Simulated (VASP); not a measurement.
A run of VASP 6.6.1:

The input INCAR:

```
PREC = Accurate
ENCUT = 520
EDIFF = 1E-7
ISMEAR = -1
SIGMA = 0.03
LREAL = F
LASPH = T
NELM = 60
ALGO = Normal
ISIF = 2
LWAVE = F
LCHARG = T
GGA = PS
LELF = T
LVHAR = T
NBANDS = 16
```

KPOINTS

```
Automatic mesh
0
Gamma
  7 7 7
```

Contents of POSCAR:

```
YS
1.0
    0.0000000000      2.7436500000      2.7436500000
    2.7436500000      0.0000000000      2.7436500000
    2.7436500000      2.7436500000      0.0000000000
Y S
1 1
Direct
    0.4850000000      0.4850000000      0.5150000000
    0.0150000000      0.0150000000     -0.0150000000
```

Potentials or basis: VASP PAW PBE potentials, release 64 (Y_sv, S).

Command:

```sh
$ cat potpaw_PBE.64/Y_sv/POTCAR potpaw_PBE.64/S/POTCAR > POTCAR
$ mpirun -np 1 vasp_std > vasp.out
```

Hardware: 1 thread of AMD EPYC 7R13 Processor (Zen 3), on a shared host.

How long does it take, and how much memory?

Run time: 34 s on 1 thread of AMD EPYC 7R13 Processor (Zen 3), with other jobs on the host, peak memory 0.17 GiB. Counts: scf iterations 14, k points 40.
